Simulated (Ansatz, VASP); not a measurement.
**Two plane-wave programs on Ba**

```
Ba
1.0
     4.45687    0.00000    0.00000
    -2.22843    3.85976    0.00000
     0.00000    0.00000    7.36106
Ba
2
Direct
  0.33333 0.66667 0.75000
  0.66667 0.33333 0.25000
```

Alike in both runs: functional PBE; k mesh 6 × 6 × 4; occupations gaussian, width 0.1 eV; no spin polarisation.

Ansatz relaxed the structure, and its values are those at the end. VASP's run is a single point on that final structure, the one shown.

```csv
,VASP,Ansatz
version,VASP 6.6.1,Ansatz 0.2.0
potentials or method,"VASP PAW PBE potentials, release 64 (Ba_sv), cutoff 520 eV","scalar-relativistic, plane waves, PAW"
valence electrons in the cell,20,20
```

```tsv
	VASP	Ansatz	Ansatz less VASP
gap on the k mesh at the Fermi level (eV)	none	none	-
pressure (GPa)	0.1	0.0	-0.05
```

A gap of «none» marks a metal or a gap that the smearing closes.

Neither program's run includes spin-orbit coupling.
